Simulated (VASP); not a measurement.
# Ce (P6_3/mmc) in VASP: further runs, part 2 of 2

VASP 6.6.1. Earlier steps stand in the parts before.

## 3. Electric field gradients, LDA (24.91 Å³/atom)

This run uses another cell than the first one, of 24.91 Å³/atom.

INCAR reads:

```
PREC = Accurate ; ENCUT = 520
EDIFF = 1E-8 ; ISMEAR = -1
SIGMA = 0.05 ; LREAL = False
LASPH = True ; NELM = 60
ALGO = Normal ; ISIF = 2
LWAVE = False ; LCHARG = False
GGA = CA ; LEFG = True
NBANDS = 19
```

KPOINTS reads:

```
regular mesh
0
Gamma
  15 15 7
```

POSCAR reads:

```
Ce
1.0
    3.1422730822      0.0000000000      0.0000000000
   -1.5711365411      2.7212883148      0.0000000000
    0.0000000000      0.0000000000      5.8267817786
Ce
2
Direct
    0.3333333333      0.6666666667      0.2500000000
    0.6666666667      0.3333333333      0.7500000000
```

Potentials or basis: VASP PAW LDA potentials, release 64 (Ce).

The run is started by

```sh
$ cat potpaw_LDA.64/Ce/POTCAR > POTCAR
$ mpirun -np 1 vasp_std > vasp.out
```

OUTCAR:

```text
PREC = Accurate
   ENCUT = 520
   EDIFF = 1E-8
   ISMEAR = -1
   LREAL = False
   LASPH = True
   NELM = 60
   ISIF = 2
   GGA = CA

 ion  position               nearest neighbor table
   1  0.333  0.667  0.250-
   2  0.667  0.333  0.750-

  LATTYP: Found a hexagonal cell.
 ALAT       =     3.1422730822
 C/A-ratio  =     1.8543206227

  Lattice vectors:

 A1 = (   3.1422730822,   0.0000000000,   0.0000000000)
 A2 = (  -1.5711365411,   2.7212883148,   0.0000000000)
 A3 = (   0.0000000000,   0.0000000000,   5.8267817786)

Analysis of symmetry for initial positions (statically):
=====================================================================
 Subroutine PRICEL returns:
 Original cell was already a primitive cell.

 Routine SETGRP: Setting up the symmetry group for a
 hexagonal supercell.

 Subroutine GETGRP returns: Found 24 space group operations
 (whereof 12 operations were pure point group operations)
 out of a pool of 24 trial point group operations.

The static configuration has the point symmetry D_3d.
 The point group associated with its full space group is D_6h.

Analysis of symmetry for dynamics (positions and initial velocities):
=====================================================================
 Subroutine PRICEL returns:
 Original cell was already a primitive cell.

 Routine SETGRP: Setting up the symmetry group for a
 hexagonal supercell.

 Subroutine GETGRP returns: Found 24 space group operations
 (whereof 12 operations were pure point group operations)
 out of a pool of 24 trial point group operations.

The dynamic configuration has the point symmetry D_3d.
[... 156 lines left out ...]
  band No.  band energies     occupation
      1     -24.9301      2.00000
      2     -24.5223      2.00000
      3      -8.9175      2.00000
      4      -6.2840      2.00000
      5      -5.7143      2.00000
      6      -5.7143      2.00000
[... 505 lines left out ...]
      6      -7.2467      2.00000
[... 11 lines left out ...]
     18      10.5193      0.00000
     19      10.5552      0.00000

 [... further k-points ...]

------------------------ aborting loop because EDIFF is reached ----------------------------------------

  FORCE on cell =-STRESS in cart. coord.  units (eV):
  Direction    XX          YY          ZZ          XY          YZ          ZX
  --------------------------------------------------------------------------------------
  -------------------------------------------------------------------------------------
  Total       -1.3894579     -1.3894579     -1.4569776      0.0000000     -0.0000000      0.0000000
  in kB      -44.6795442    -44.6795442    -46.8507140      0.0000000     -0.0000000      0.0000000
  external PRESSURE =     -45.4032674 kB  Pullay stress =       0.0000000 kB

 VOLUME and BASIS-vectors are now :
 -----------------------------------------------------------------------------
  energy-cutoff  :      520.00
  volume of cell :       49.82
      direct lattice vectors                 reciprocal lattice vectors
     3.142273082  0.000000000  0.000000000     0.318240959  0.183736504  0.000000000
    -1.571136541  2.721288315  0.000000000     0.000000000  0.367473007  0.000000000
     0.000000000  0.000000000  5.826781779     0.000000000  0.000000000  0.171621323

 POSITION                                       TOTAL-FORCE (eV/Angst)
 -----------------------------------------------------------------------------------
     -0.00000      1.81419      1.45670        -0.000000      0.000000      0.000000
      1.57114      0.90710      4.37009         0.000000     -0.000000      0.000000
 -----------------------------------------------------------------------------------
    total drift:                               -0.000000      0.000000     -0.000000

  FREE ENERGIE OF THE ION-ELECTRON SYSTEM (eV)
  ---------------------------------------------------
  free  energy   TOTEN  =       -13.6039075335 eV

  energy  without entropy=      -13.5513849103  energy(sigma->0) =      -13.57764622

 Electric field gradients (V/A^2)
---------------------------------------------------------------------
 ion       V_xx      V_yy      V_zz      V_xy      V_xz      V_yz
---------------------------------------------------------------------
   1      63.486    63.486  -126.972    -0.000     0.000    -0.000
   2      63.486    63.486  -126.972    -0.000    -0.000     0.000
---------------------------------------------------------------------

 Electric field gradients after diagonalization (V/A^2)
 (convention: |V_zz| > |V_xx| > |V_yy|)
----------------------------------------------------------------------
 ion       V_xx      V_yy      V_zz     asymmetry (V_yy - V_xx)/ V_zz
----------------------------------------------------------------------
   1      63.486    63.486  -126.972       0.000
   2      63.486    63.486  -126.972       0.000
----------------------------------------------------------------------

           NMR quadrupolar parameters

 Cq : quadrupolar parameter    Cq=e*Q*V_zz/h
 eta: asymmetry parameters     (V_yy - V_xx)/ V_zz
 Q  : nuclear electric quadrupole moment in mb (millibarn)
----------------------------------------------------------------------
 ion       Cq(MHz)       eta       Q (mb)
----------------------------------------------------------------------
   1      -0.307       0.000       1.000
   2      -0.307       0.000       1.000
----------------------------------------------------------------------
```

OSZICAR:

```text
N       E                     dE             d eps       ncg     rms          rms(c)
DAV:   1     0.239282809351E+03    0.23928E+03   -0.99921E+03  4120   0.151E+03
DAV:   2     0.210590347660E+02   -0.21822E+03   -0.21230E+03  5488   0.279E+02
DAV:   3    -0.127389180059E+02   -0.33798E+02   -0.33025E+02  5840   0.115E+02
[... 12 lines left out ...]
DAV:  16    -0.136039089380E+02    0.33976E-05   -0.93473E-06  7792   0.214E-02    0.191E-01
DAV:  17    -0.136039074721E+02    0.14659E-05   -0.97416E-06  6434   0.176E-02    0.167E-02
DAV:  18    -0.136039075293E+02   -0.57151E-07   -0.40131E-07  7509   0.369E-03    0.170E-02
DAV:  19    -0.136039075289E+02    0.34834E-09   -0.20263E-07  6336   0.270E-03    0.102E-02
DAV:  20    -0.136039075335E+02   -0.45529E-08   -0.21872E-08  4874   0.107E-03
   1 F= -.13603908E+02 E0= -.13577646E+02  d E =-.525226E-01
```

stdout:

```text
POSCAR found type information on POSCAR Ce
 POSCAR found :  1 types and       2 ions
 scaLAPACK will be used
 LDA part: xc-table for (Slater(with rela. corr.)+CA(PZ))
 , standard interpolation
 POSCAR, INCAR and KPOINTS ok, starting setup
 FFT: planning ... GRIDC
 FFT: planning ... GRID_SOFT
 FFT: planning ... GRID
 WAVECAR not read
 entering main loop
ion   1

ion   2
```

Run time: 2.2 min. Hardware: 1 thread of Oxide Virtual Turin-like, shared host; peak memory 0.2 GiB.

What came out:

- Free energy: -13.6039 eV
- Pressure: -4.5 GPa
- Band gap on the k mesh: zero (bands 12 and 13 overlap by 0.54 eV)
- Largest electric field gradient by atom: Ce -127.0 V/Å²

Stress tensor (GPa, compression positive):
```
-4.47  0.00  0.00
 0.00 -4.47  0.00
 0.00  0.00 -4.69
```

Electric field gradients, principal values (V/Å²):
| atom | least | middle | greatest (by size) |
| --- | --- | --- | --- |
| 1 Ce | 63.486 | 63.486 | -126.972 |
| 2 Ce | 63.486 | 63.486 | -126.972 |

Caveat: the cell stands under tension; without QUAD_EFG the Cq values of the log hold for a quadrupole moment of 1 mb, not for the nuclei; spin-orbit coupling is left out, which moves the levels of the heavy elements; semilocal functionals describe open f shells poorly, which spoils levels, moments and volumes. Spin polarisation is off, so any magnetic state and its effect on volume and gap are missing.

## 4. Electric field gradients, LDA

This run uses another cell than the first one, of 25.42 Å³/atom.

INCAR reads:

```
  PREC = Accurate
  ENCUT = 520
  EDIFF = 1E-8
  ISMEAR = -1
  SIGMA = 0.05
  LREAL = False
  LASPH = True
  NELM = 100
  ALGO = Normal
  ISIF = 2
  LWAVE = False
  LCHARG = False
  LEFG = True
  NBANDS = 19
```

KPOINTS is that of step 3.

POSCAR reads:

```
Ce
1.0
    3.1635053011      0.0000000000      0.0000000000
   -1.5817526506      2.7396759558      0.0000000000
    0.0000000000      0.0000000000      5.8661531200
Ce
2
Direct
    0.3333333333      0.6666666667      0.2500000000
    0.6666666667      0.3333333333      0.7500000000
```

Potentials or basis: VASP PAW LDA potentials, release 64 (Ce).

The run is started by

```sh
$ cat potpaw_LDA.64/Ce/POTCAR > POTCAR
$ mpirun -np 1 vasp_std > vasp.out
```

OUTCAR:

```text
PREC = Accurate
   ENCUT = 520
   EDIFF = 1E-8
   ISMEAR = -1
   LREAL = False
   LASPH = True
   NELM = 100
   ISIF = 2

 ion  position               nearest neighbor table
   1  0.333  0.667  0.250-
   2  0.667  0.333  0.750-

  LATTYP: Found a hexagonal cell.
 ALAT       =     3.1635053011
 C/A-ratio  =     1.8543206227

  Lattice vectors:

 A1 = (   3.1635053011,   0.0000000000,   0.0000000000)
 A2 = (  -1.5817526506,   2.7396759558,   0.0000000000)
 A3 = (   0.0000000000,   0.0000000000,   5.8661531200)

Analysis of symmetry for initial positions (statically):
=====================================================================
 Subroutine PRICEL returns:
 Original cell was already a primitive cell.

 Routine SETGRP: Setting up the symmetry group for a
 hexagonal supercell.

 Subroutine GETGRP returns: Found 24 space group operations
 (whereof 12 operations were pure point group operations)
 out of a pool of 24 trial point group operations.

[... 714 lines left out ...]
  volume of cell :       50.84
      direct lattice vectors                 reciprocal lattice vectors
     3.163505301  0.000000000  0.000000000     0.316105050  0.182503335  0.000000000
    -1.581752651  2.739675956  0.000000000     0.000000000  0.365006671  0.000000000
     0.000000000  0.000000000  5.866153120     0.000000000  0.000000000  0.170469468

 POSITION                                       TOTAL-FORCE (eV/Angst)
 -----------------------------------------------------------------------------------
     -0.00000      1.82645      1.46654        -0.000000      0.000000      0.000000
      1.58175      0.91323      4.39961         0.000000     -0.000000      0.000000
 -----------------------------------------------------------------------------------
    total drift:                               -0.000000      0.000000     -0.000000

  FREE ENERGIE OF THE ION-ELECTRON SYSTEM (eV)
  ---------------------------------------------------
  free  energy   TOTEN  =       -13.5747698588 eV

  energy  without entropy=      -13.5201724334  energy(sigma->0) =      -13.54747115

 Electric field gradients (V/A^2)
---------------------------------------------------------------------
 ion       V_xx      V_yy      V_zz      V_xy      V_xz      V_yz
---------------------------------------------------------------------
   1      63.379    63.379  -126.758    -0.000     0.000    -0.000
   2      63.379    63.379  -126.758    -0.000    -0.000     0.000
---------------------------------------------------------------------

 Electric field gradients after diagonalization (V/A^2)
 (convention: |V_zz| > |V_xx| > |V_yy|)
----------------------------------------------------------------------
 ion       V_xx      V_yy      V_zz     asymmetry (V_yy - V_xx)/ V_zz
----------------------------------------------------------------------
   1      63.379    63.379  -126.758       0.000
   2      63.379    63.379  -126.758       0.000
----------------------------------------------------------------------

           NMR quadrupolar parameters

 Cq : quadrupolar parameter    Cq=e*Q*V_zz/h
 eta: asymmetry parameters     (V_yy - V_xx)/ V_zz
 Q  : nuclear electric quadrupole moment in mb (millibarn)
----------------------------------------------------------------------
 ion       Cq(MHz)       eta       Q (mb)
----------------------------------------------------------------------
   1      -0.306       0.000       1.000
   2      -0.306       0.000       1.000
----------------------------------------------------------------------
```

stdout:

```text
POSCAR found type information on POSCAR Ce
 POSCAR found :  1 types and       2 ions
 scaLAPACK will be used
 LDA part: xc-table for (Slater(with rela. corr.)+CA(PZ))
 , standard interpolation
 POSCAR, INCAR and KPOINTS ok, starting setup
 FFT: planning ... GRIDC
 FFT: planning ... GRID_SOFT
 FFT: planning ... GRID
 WAVECAR not read
 entering main loop
ion   1

ion   2
```

Wall time 2.2 min (1 thread of Oxide Virtual Turin-like, shared host); peak memory 0.2 GiB.

What came out:

```yaml
Free_energy: -13.5748 eV
Pressure: -5.1 GPa
Band_gap_on_the_k_mesh: zero (bands 12 and 13 overlap by 0.54 eV)
Largest_electric_field_gradient_by_atom: Ce -126.8 V/Å²
```

Stress tensor (GPa, compression positive):
```
-4.94  0.00  0.00
 0.00 -4.94  0.00
 0.00  0.00 -5.39
```

Electric field gradients, principal values (V/Å²):
| atom | least | middle | greatest (by size) |
| --- | --- | --- | --- |
| 1 Ce | 63.379 | 63.379 | -126.758 |
| 2 Ce | 63.379 | 63.379 | -126.758 |

Caveat: the cell stands under tension; without QUAD_EFG the Cq values of the log hold for a quadrupole moment of 1 mb, not for the nuclei; spin-orbit coupling is left out, which moves the levels of the heavy elements; semilocal functionals describe open f shells poorly, which spoils levels, moments and volumes.

## 5. Electric field gradients, LDA (25.93 Å³/atom)

This run uses another cell than the first one, of 25.93 Å³/atom.

INCAR reads:

```
SYSTEM = Ce
PREC = Accurate
ENCUT = 520
EDIFF = 1E-8
ISMEAR = -1
SIGMA = 0.05
LREAL = .False.
LASPH = .True.
NELM = 60
ALGO = Normal
ISIF = 2
LWAVE = .False.
LCHARG = .False.
LEFG = .True.
NBANDS = 19
```

KPOINTS reads:

```
regular mesh
0
Gamma
  15 15 7
  0 0 0
```

POSCAR reads:

```
Ce
1.0
    3.1844562779      0.0000000000      0.0000000000
   -1.5922281390      2.7578200339      0.0000000000
    0.0000000000      0.0000000000      5.9050029484
Ce
2
Direct
    0.3333333333      0.6666666667      0.2500000000
    0.6666666667      0.3333333333      0.7500000000
```

Potentials or basis: VASP PAW LDA potentials, release 64 (Ce).

The run is started by

```sh
$ cat potpaw_LDA.64/Ce/POTCAR > POTCAR
$ mpirun -np 1 vasp_std > vasp.out
```

OUTCAR:

```text
SYSTEM = Ce
   PREC = Accurate
   ENCUT = 520
   EDIFF = 1E-8
   ISMEAR = -1
   LREAL = .False.
   LASPH = .True.
   NELM = 60
   ISIF = 2

 ion  position               nearest neighbor table
   1  0.333  0.667  0.250-
   2  0.667  0.333  0.750-

  LATTYP: Found a hexagonal cell.
 ALAT       =     3.1844562779
 C/A-ratio  =     1.8543206228

  Lattice vectors:

 A1 = (   3.1844562779,   0.0000000000,   0.0000000000)
 A2 = (  -1.5922281390,   2.7578200339,   0.0000000000)
 A3 = (   0.0000000000,   0.0000000000,   5.9050029484)
[... 741 lines left out ...]
  ---------------------------------------------------
  free  energy   TOTEN  =       -13.5422422291 eV

  energy  without entropy=      -13.4857177327  energy(sigma->0) =      -13.51397998

 Electric field gradients (V/A^2)
---------------------------------------------------------------------
 ion       V_xx      V_yy      V_zz      V_xy      V_xz      V_yz
---------------------------------------------------------------------
   1      63.214    63.213  -126.427    -0.000     0.000    -0.000
   2      63.214    63.213  -126.427    -0.000    -0.000     0.000
---------------------------------------------------------------------

 Electric field gradients after diagonalization (V/A^2)
 (convention: |V_zz| > |V_xx| > |V_yy|)
----------------------------------------------------------------------
 ion       V_xx      V_yy      V_zz     asymmetry (V_yy - V_xx)/ V_zz
----------------------------------------------------------------------
   1      63.214    63.213  -126.427       0.000
   2      63.214    63.213  -126.427       0.000
----------------------------------------------------------------------

           NMR quadrupolar parameters

 Cq : quadrupolar parameter    Cq=e*Q*V_zz/h
 eta: asymmetry parameters     (V_yy - V_xx)/ V_zz
 Q  : nuclear electric quadrupole moment in mb (millibarn)
----------------------------------------------------------------------
 ion       Cq(MHz)       eta       Q (mb)
----------------------------------------------------------------------
   1      -0.306       0.000       1.000
   2      -0.306       0.000       1.000
----------------------------------------------------------------------
```

stdout:

```text
POSCAR found type information on POSCAR Ce
 POSCAR found :  1 types and       2 ions
 scaLAPACK will be used
 LDA part: xc-table for (Slater(with rela. corr.)+CA(PZ))
 , standard interpolation
 POSCAR, INCAR and KPOINTS ok, starting setup
 FFT: planning ... GRIDC
 FFT: planning ... GRID_SOFT
 FFT: planning ... GRID
 WAVECAR not read
 entering main loop
ion   1

ion   2
```

Wall time 2.7 min (1 thread of Oxide Virtual Turin-like, shared host); peak memory 0.2 GiB.

What came out:

```
Free energy                             : -13.5422 eV
Pressure                                : -5.6 GPa
Band gap on the k mesh                  : zero (bands 12 and 13 overlap by 0.54 eV)
Largest electric field gradient by atom : Ce -126.4 V/Å²
```

Stress tensor (GPa, compression positive):
```
-5.38  0.00  0.00
 0.00 -5.38  0.00
 0.00  0.00 -6.03
```

Levels at points of the mesh, in eV from the Fermi level:
| k point | band 8 | band 9 | band 10 | band 11 | band 12 | band 13 | band 14 | band 15 | band 16 | band 17 |
| --- | --- | --- | --- | --- | --- | --- | --- | --- | --- | --- |
| (0.00, 0.00, 0.00) | -15.34 | -2.69 | -1.63 | -0.21 | 0.06 | 0.13 | 0.56 | 0.56 | 0.61 | 0.63 |

Electric field gradients, principal values (V/Å²):
| atom | least | middle | greatest (by size) |
| --- | --- | --- | --- |
| 1 Ce | 63.213 | 63.214 | -126.427 |
| 2 Ce | 63.213 | 63.214 | -126.427 |

Caveat: the cell stands under tension; without QUAD_EFG the Cq values of the log hold for a quadrupole moment of 1 mb, not for the nuclei; spin-orbit coupling is left out, which moves the levels of the heavy elements; semilocal functionals describe open f shells poorly, which spoils levels, moments and volumes. Spin polarisation is off, so any magnetic state and its effect on volume and gap are missing.

## 6. The runs side by side

```tsv
cell	gap on the mesh (eV)	pressure (GPa)
a = 3.099, b = 3.099, c = 5.747 Å, angles 90.0, 90.0, 120.0°, 2 atoms	none	-3.2
a = 3.142, b = 3.142, c = 5.827 Å, angles 90.0, 90.0, 120.0°, 2 atoms	none	-4.5
a = 3.164, b = 3.164, c = 5.866 Å, angles 90.0, 90.0, 120.0°, 2 atoms	none	-5.1
a = 3.184, b = 3.184, c = 5.905 Å, angles 90.0, 90.0, 120.0°, 2 atoms	none	-5.6
```

Alike in all rows: task electric field gradients; level LDA; potentials or basis VASP PAW LDA potentials, release 64 (Ce); no spin polarisation; k mesh 15 × 15 × 7; cutoff (eV) 520; smearing fermi-dirac 0.05 eV.

Caveats: the cell stands under tension; spin-orbit coupling is left out, which moves the levels of the heavy elements; semilocal functionals describe open f shells poorly, which spoils levels, moments and volumes.

Total energies depend on the potentials used, so only differences within one code and one set of settings carry meaning.
